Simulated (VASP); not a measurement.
A run of VASP 6.6.1:

Contents of POSCAR:

```
Re
1.0
    2.7598270443      0.0000000000      0.0000000000
   -1.3799135221      2.3900803304      0.0000000000
    0.0000000000      0.0000000000      4.4572270891
Re
2
Direct
    0.3333333333      0.6666666667      0.2500000000
    0.6666666667      0.3333333333      0.7500000000
```

File INCAR.step1:

```
PREC = Accurate
ENCUT = 520
ISMEAR = 0
SIGMA = 0.03
LREAL = False
LASPH = True
NELM = 100
NBANDS = 14
GGA = PE
ALGO = Normal
EDIFF = 1E-4
LWAVE = True
LCHARG = False
```

File INCAR.step2:

```
PREC = Accurate
ENCUT = 520
EDIFF = 1E-7
ISMEAR = 0
SIGMA = 0.03
LREAL = False
LASPH = True
NELM = 100
ALGO = Normal
ISIF = 2
LWAVE = False
LCHARG = False
METAGGA = R2SCAN
LMIXTAU = True
NBANDS = 14
ISTART = 1
```

Contents of KPOINTS:

```
Automatic mesh
0
Gamma
  13 13 7
```

Potentials or basis: VASP PAW PBE potentials, release 64 (Re).

Launch:

```console
$ cat potpaw_PBE.64/Re/POTCAR > POTCAR
$ cp INCAR.step1 INCAR
$ mpirun -np 1 vasp_std > vasp.out
$ cp INCAR.step2 INCAR
$ mpirun -np 1 vasp_std > vasp.out
```

Hardware: 1 thread of Intel Xeon 8259CL, with other jobs on the host.

Problem. How long does it take, and how much memory?

Solution. Wall time 2.3 min on 1 thread of Intel Xeon 8259CL (shared host), peak memory 0.18 GiB. Counts: k points 84.
